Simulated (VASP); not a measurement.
The system is HfO2.

```
CELL_PARAMETERS angstrom
5.29380 0.00000 0.00000
0.00000 5.06923 0.00000
0.00000 0.00000 5.10096
ATOMIC_POSITIONS crystal
Hf 0.03262 0.26629 0.23999
Hf 0.46738 0.26629 0.73999
Hf 0.53262 0.73371 0.23999
Hf 0.96738 0.73371 0.73999
O 0.36539 0.06760 0.38315
O 0.13461 0.06760 0.88315
O 0.72918 0.46281 0.48986
O 0.77082 0.46281 0.98986
O 0.27082 0.53719 0.98986
O 0.22918 0.53719 0.48986
O 0.86539 0.93240 0.38315
O 0.63461 0.93240 0.88315
```

```yaml
Program: VASP 6.6.1
Task: relaxation of cell and atoms
Functional: LDA
Potentials_or_basis: VASP PAW LDA potentials, release 64 (Hf_pv, O)
Cutoff: 600 eV
k_mesh: 4 × 6 × 6
Occupations: gaussian, width 0.02 eV
Spin: no spin polarisation
```

At the start: pressure -16.3 GPa; volume 11.41 Å³/atom.

Task: Where does the relaxation end?

Result: Over 30 steps the energy falls by 41.3 meV/atom and the volume is 10.62 Å³/atom (-6.9 %); space group Pca2_1 (No. 29, to 0.1 Å) before and after.

The path:
```tsv
step	energy change (eV)	largest force (eV/Å)	pressure (GPa)	volume (Å³)
1	0.0000	0.1642	-16.26	136.89
2	0.9294	0.8202	37.86	115.21
3	-0.4727	0.2184	-0.61	128.40
4	-0.4732	0.2261	-0.23	128.17
5	-0.4730	0.2318	0.21	128.00
6	-0.4794	0.2248	0.29	127.80
7	-0.4797	0.1691	0.27	127.83
8	-0.4865	0.0987	-0.42	128.01
9	-0.4881	0.0531	-0.97	128.16
10	-0.4895	0.1202	0.69	127.33
11	-0.4904	0.0714	0.02	127.64
12	-0.4914	0.0440	0.19	127.57
13	-0.4917	0.0823	0.30	127.50
14	-0.4923	0.0722	0.14	127.56
15	-0.4931	0.0513	-0.28	127.73
16	-0.4937	0.0361	-0.07	127.63
17	-0.4939	0.0970	0.30	127.45
18	-0.4939	0.0691	0.15	127.52
19	-0.4946	0.0468	0.12	127.51
20	-0.4951	0.0367	0.03	127.49
21	-0.4955	0.0257	-0.05	127.51
22	-0.4959	0.0140	-0.22	127.55
23	-0.4959	0.0152	-0.26	127.56
24	-0.4960	0.0148	0.20	127.36
25	-0.4960	0.0115	0.02	127.43
26	-0.4961	0.0068	0.02	127.42
27	-0.4961	0.0090	0.02	127.42
28	-0.4961	0.0051	-0.01	127.44
29	-0.4961	0.0055	-0.02	127.44
30	-0.4961	0.0024	0.00	127.43
```

Final structure:
```
Hf O
1.0
     5.16122    0.00000    0.00000
     0.00000    4.95968    0.00000
     0.00000    0.00000    4.97810
Hf O
4 8
Direct
  0.03317 0.26830 0.24293
  0.46683 0.26830 0.74293
  0.53317 0.73170 0.24293
  0.96683 0.73170 0.74293
  0.36869 0.07312 0.37895
  0.13131 0.07312 0.87895
  0.73620 0.45843 0.49112
  0.76380 0.45843 0.99112
  0.26380 0.54157 0.99112
  0.23620 0.54157 0.49112
  0.86869 0.92688 0.37895
  0.63131 0.92688 0.87895
```
